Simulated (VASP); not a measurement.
**FeO: single point with PBE**

The system is FeO.

```
Fe O
1.0
     2.61247    0.00000    0.00000
     0.00000    2.61247    0.00000
     0.00000    0.00000    2.61247
Fe O
1 1
Direct
  0.00000 0.00000 0.00000
  0.50000 0.50000 0.50000
```

```
Program             : VASP 6.6.1
Task                : single point
Functional          : PBE
Potentials or basis : VASP PAW PBE potentials, release 64 (Fe_sv, O)
Cutoff              : 600 eV
k mesh              : 10 × 10 × 10
Occupations         : fermi-dirac, width 0.05 eV
Spin                : collinear spin, ferromagnetic start
Starting moments    : [3.0, 0.0] μB
```

- Pressure: 6.7 GPa
- Band gap on the k mesh: zero (filled and empty bands overlap)
- Net moment: 4.00 μB per cell
- Site moments: Fe +3.41; O +0.37 μB
- Valence electrons inside the program's atomic spheres: Fe 13.64; O 4.98

Levels at points of the mesh, in eV from the Fermi level:
Spin up:
```
           k point  band 10  band 11  band 12  band 13  band 14  band 15  band 16  band 17
(0.00, 0.00, 0.00)    -2.95    -2.53    -2.53    -2.53     0.70    15.29    15.29    20.02
(0.50, 0.00, 0.00)    -2.44    -1.53    -0.25    -0.25     6.00     8.25    15.70    17.51
(0.50, 0.50, 0.00)    -3.19    -3.19    -2.02    -1.48     5.97    11.08    11.08    16.52
(0.50, 0.50, 0.50)    -1.44    -0.18    -0.18    -0.18     6.59     6.59     6.59    15.43
```
Spin down:
```tsv
k point	band 7	band 8	band 9	band 10	band 11	band 12
(0.00, 0.00, 0.00)	-2.26	-2.26	-2.14	-2.14	1.63	1.63
(0.50, 0.00, 0.00)	-2.97	-2.97	-1.60	1.37	1.76	2.63
(0.50, 0.50, 0.00)	-5.90	-1.68	-1.32	0.41	0.73	0.73
(0.50, 0.50, 0.50)	-6.36	-6.36	1.81	1.81	3.03	3.03
```

It took 32 s on 1 thread of Intel(R) Xeon(R) Platinum 8375C CPU @ 2.90GHz (Ice Lake), on a shared host, peak memory 0.17 GiB.

Caveat: a cell with one magnetic atom can't hold antiferromagnetic order, which such compounds often take; semilocal functionals often make such compounds metallic where correlation or magnetic order opens a gap, which also shifts bond lengths. With open d or f shells a metallic result of PBE can be an artefact of self-interaction; +U or a hybrid may open a gap.
